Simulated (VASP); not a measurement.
# Ge3P2 (P-3m1) in VASP: single point with PBE

Aim: the single point of Ge3P2 with PBE.

All numbers are computed with VASP 6.6.1; they aren't measurements. Logs are shortened: lines on timing, memory, paths and dates and some standing lists are left out, and cuts for length are marked.

**1. The cell of the first run**

Symmetry: P-3m1, No. 164, trigonal system. The conventional cell has a = 4.516 Å, b = 4.516 Å, c = 5.497 Å, α = 90.00°, β = 90.00°, γ = 120.00°. Within 3.8 Å of Ge (site symmetry -3m) lie 6 P at 2.91 Å and 6 Ge at 3.07 Å. Within 3.4 Å of Ge (site symmetry 3m) lie 5 P at 2.59 to 2.91 Å and 3 Ge at 3.07 Å. Within 3.4 Å of P (site symmetry 3m) lie 8 Ge at 2.59 to 2.91 Å.

**2. Single point, PBE**

Input file INCAR:

```
PREC     = Accurate       # precision mode
ENCUT    = 520            # plane-wave cutoff, eV
EDIFF    = 1E-6           # SCF threshold, eV
ISMEAR   = 0              # smearing method
SIGMA    = 0.1            # smearing width, eV
LREAL    = False          # projectors in reciprocal space
LASPH    = True           # aspherical terms in the spheres
NELM     = 100            # most SCF steps
ALGO     = Normal         # electronic algorithm
ISIF     = 2              # what is computed and relaxed
LWAVE    = False          # write WAVECAR
LCHARG   = True           # write CHGCAR
GGA      = PE             # functional
LELF     = True           # ELF
LVHAR    = True         
NBANDS   = 34             # bands
```

Input file KPOINTS:

```
regular mesh
0
Gamma
  12 12 8
```

Input file POSCAR:

```
Ge3P2
1.0
    4.5155938212      0.0000000000      0.0000000000
   -2.2577969106      3.9106189624      0.0000000000
    0.0000000000      0.0000000000      5.4970428911
Ge P
3 2
Direct
    0.0000000000      0.0000000000      0.0000000000
    0.3333333333      0.6666666667      0.7038297453
    0.6666666667      0.3333333333      0.2961702547
    0.3333333333      0.6666666667      0.2335730123
    0.6666666667      0.3333333333      0.7664269877
```

Potentials or basis: VASP PAW PBE potentials, release 64 (Ge_d, P).

The run is started by

```bash
> cat potpaw_PBE.64/Ge_d/POTCAR potpaw_PBE.64/P/POTCAR > POTCAR
> mpirun -np 1 vasp_std > vasp.out
```

OUTCAR:

```text
PREC = Accurate
   ENCUT = 520
   EDIFF = 1E-6
   ISMEAR = 0
   LREAL = False
   LASPH = True
   NELM = 100
   ISIF = 2
   GGA = PE

 ion  position               nearest neighbor table
   1  0.000  0.000  0.000-   4 2.91   5 2.91   5 2.91   4 2.91   5 2.91   4 2.91
   2  0.333  0.667  0.704-   4 2.59   5 2.63   5 2.63   5 2.63   4 2.91
   3  0.667  0.333  0.296-   5 2.59   4 2.63   4 2.63   4 2.63   5 2.91
   4  0.333  0.667  0.234-   2 2.59   3 2.63   3 2.63   3 2.63   1 2.91   1 2.91   1 2.91   2 2.91

   5  0.667  0.333  0.766-   3 2.59   2 2.63   2 2.63   2 2.63   1 2.91   1 2.91   1 2.91   3 2.91

  LATTYP: Found a hexagonal cell.
 ALAT       =     4.5155938212
 C/A-ratio  =     1.2173466234

  Lattice vectors:

 A1 = (   4.5155938212,   0.0000000000,   0.0000000000)
 A2 = (  -2.2577969106,   3.9106189624,   0.0000000000)
 A3 = (   0.0000000000,   0.0000000000,   5.4970428911)

Analysis of symmetry for initial positions (statically):
=====================================================================
 Subroutine PRICEL returns:
 Original cell was already a primitive cell.

 Routine SETGRP: Setting up the symmetry group for a
 hexagonal supercell.

 Subroutine GETGRP returns: Found 12 space group operations
 (whereof 12 operations were pure point group operations)
 out of a pool of 24 trial point group operations.

The static configuration has the point symmetry D_3d.

Analysis of symmetry for dynamics (positions and initial velocities):
=====================================================================
 Subroutine PRICEL returns:
 Original cell was already a primitive cell.

 Routine SETGRP: Setting up the symmetry group for a
 hexagonal supercell.

 Subroutine GETGRP returns: Found 12 space group operations
 (whereof 12 operations were pure point group operations)
 out of a pool of 24 trial point group operations.

The dynamic configuration has the point symmetry D_3d.

 Subroutine INISYM returns: Found 12 space group operations
 (whereof 12 operations are pure point group operations),
 and found     1 'primitive' translations

----------------------------------------------------------------------------------------

                                     Primitive cell

  volume of cell :      97.0710

[... 88 lines left out ...]
   ISPIN  =      1    spin polarized calculation?
   LNONCOLLINEAR =      F non collinear calculations
   LSORBIT =      F    spin-orbit coupling
   LASPH  =      T    aspherical Exc in radial PAW
   ENCUT  =  520.0 eV  38.22 Ry    6.18 a.u.   8.40  8.40 10.22*2*pi/ulx,y,z
   NELM   =    100;   NELMIN=  2; NELMDL= -5     # of ELM steps
   EDIFF  = 0.1E-05   stopping-criterion for ELM
   LREAL  =      F    real-space projection
   EDIFFG = 0.1E-04   stopping-criterion for IOM
   NSW    =      0    number of steps for IOM
   IBRION =     -1    ionic relax: 0-MD 1-quasi-New 2-CG
   NFREE  =      0    steps in history (QN), initial steepest desc. (CG)
   ISIF   =      2    stress and relaxation
   ISYM   =      2    0-nonsym 1-usesym 2-fastsym
   POTIM  = 0.5000    time-step for ionic-motion
   TEBEG  =    0.0;   TEEND  =   0.0 temperature during run
   PSTRESS=    0.0 pullay stress
   NELECT =      52.0000    total number of electrons
   NUPDOWN=      -1.0000    fix difference up-down
   EMIN   =  10.00;   EMAX   =-10.00  energy-range for DOS
   EFERMI =   0.00;   METHOD = LEGACY
   ISMEAR =     0;   SIGMA  =   0.10  broadening in eV -4-tet -1-fermi 0-gaus
   EFERMI_NEDOS =   21; number of points for ismear=-14 and -15
   IALGO  =     38    algorithm
   IMIX   =      4    mixing-type and parameters
     AMIX     =   0.40;   BMIX     =  1.00
     AMIX_MAG =   1.60;   BMIX_MAG =  1.00
  volume/ion in A,a.u.               =      19.41       131.01
  Fermi-wavevector in a.u.,A,eV,Ry     =   1.329575  2.512532 24.051960  1.767769
  Thomas-Fermi vector in A             =   2.458727
   LORBIT       =      0    0 simple, 1 ext, 2 COOP (PROOUT), +10 PAW based schemes
   GGA     = PE    functional components
   LHFCALC =     F    Hartree Fock is set to
   AEXX    =    0.0000 exact exchange contribution
   IVDW    =     0    specifies the selected vdW correction
   LEPSILON=     F    determine dielectric tensor
   LRPA    =     F    only Hartree local field effects (RPA)
 non-spin polarized calculation
 Gauss-broadening in eV      SIGMA  =   0.10
  energy-cutoff  :      520.00
  volume of cell :       97.07
 maximum number of plane-waves:      2648
 NGX is ok and might be reduce to    36
   NGX = 17   NGY = 17   NGZ = 21

 number of electron      52.0000034 magnetization

 Free energy of the ion-electron system (eV)
  ---------------------------------------------------
  ext. energy  EPLUGINS =         0.00000000
  ---------------------------------------------------
  free energy    TOTEN  =       -22.82503070 eV

  energy without entropy =      -22.81503643  energy(sigma->0) =      -22.82003357

 E-fermi :   6.4835     XC(G=0): -10.5587

 val. band max:        6.4731732971   @ k =   0.0000   0.1667   0.2500
 cond. band min:       6.4986096022   @ k =   0.1667   0.1667   0.5000
 fundamental gap:      0.0254363051
 Fermi energy:         6.4834567768

 k-point     1 :       0.0000    0.0000    0.0000
  band No.  band energies     occupation
      1     -18.4937      2.00000
      2     -18.4937      2.00000
      3     -18.4809      2.00000
      4     -18.4809      2.00000
      5     -18.4780      2.00000
      6     -18.4094      2.00000
[... 877 lines left out ...]
     33      10.1371      0.00000
     34      11.4711      0.00000

 [... further k-points ...]
[... 5 lines left out ...]
  --------------------------------------------------------------------------------------
  -------------------------------------------------------------------------------------
  Total       -0.0296257     -0.0296257     -0.0320538      0.0000000     -0.0000000      0.0000000
  in kB       -0.4889783     -0.4889783     -0.5290554      0.0000000     -0.0000000      0.0000000
  external PRESSURE =      -0.5023374 kB  Pullay stress =       0.0000000 kB

 VOLUME and BASIS-vectors are now :
 -----------------------------------------------------------------------------
  energy-cutoff  :      520.00
  volume of cell :       97.07
      direct lattice vectors                 reciprocal lattice vectors
     4.515593821  0.000000000  0.000000000     0.221454816  0.127856998  0.000000000
    -2.257796911  3.910618962  0.000000000     0.000000000  0.255713996  0.000000000
     0.000000000  0.000000000  5.497042891     0.000000000  0.000000000  0.181915990

 POSITION                                       TOTAL-FORCE (eV/Angst)
 -----------------------------------------------------------------------------------
      0.00000      0.00000      0.00000        -0.000000     -0.000000      0.000000
     -0.00000      2.60708      3.86898         0.000000     -0.000000     -0.006302
      2.25780      1.30354      1.62806        -0.000000      0.000000      0.006302
     -0.00000      2.60708      1.28396        -0.000000     -0.000000      0.000686
      2.25780      1.30354      4.21308         0.000000      0.000000     -0.000686
 -----------------------------------------------------------------------------------
    total drift:                               -0.000000      0.000000     -0.000000

  FREE ENERGIE OF THE ION-ELECTRON SYSTEM (eV)
  ---------------------------------------------------
  free  energy   TOTEN  =       -22.8250307020 eV

  energy  without entropy=      -22.8150364306  energy(sigma->0) =      -22.82003357
```

It took 6.5 min on 1 thread of Intel Xeon 6975P-C, shared host; peak memory 0.45 GiB.

What came out:

```
Free energy            : -22.8250 eV
Pressure               : -0.1 GPa
Largest force          : 0.006 eV/Å
Band gap on the k mesh : zero (band 26 reaches 7.39 eV, above the bottom of band 27 at 4.67 eV)
```

Forces on the atoms (eV/Å):
```
Ge   0.000  0.000  0.000
Ge   0.000  0.000 -0.006
Ge   0.000  0.000  0.006
P    0.000  0.000  0.001
P    0.000  0.000 -0.001
```

Levels at points of the mesh, in eV from the Fermi level:
```
           k point  band 22  band 23  band 24  band 25  band 26  band 27  band 28  band 29  band 30  band 31
(0.00, 0.00, 0.00)    -4.07    -2.66    -2.66    -2.42    -1.56    -1.13    -1.13     1.65     2.10     2.10
(0.50, 0.00, 0.00)    -5.53    -3.59    -2.58    -1.58    -0.51     1.00     2.28     3.71     3.72     4.27
(0.00, 0.00, 0.50)    -3.29    -3.08    -3.08    -2.44    -1.81    -1.81    -1.17     0.74     0.74     1.80
(0.50, 0.00, 0.50)    -4.17    -3.27    -1.42    -1.06     0.56     0.61     2.37     2.85     2.94     3.53
```
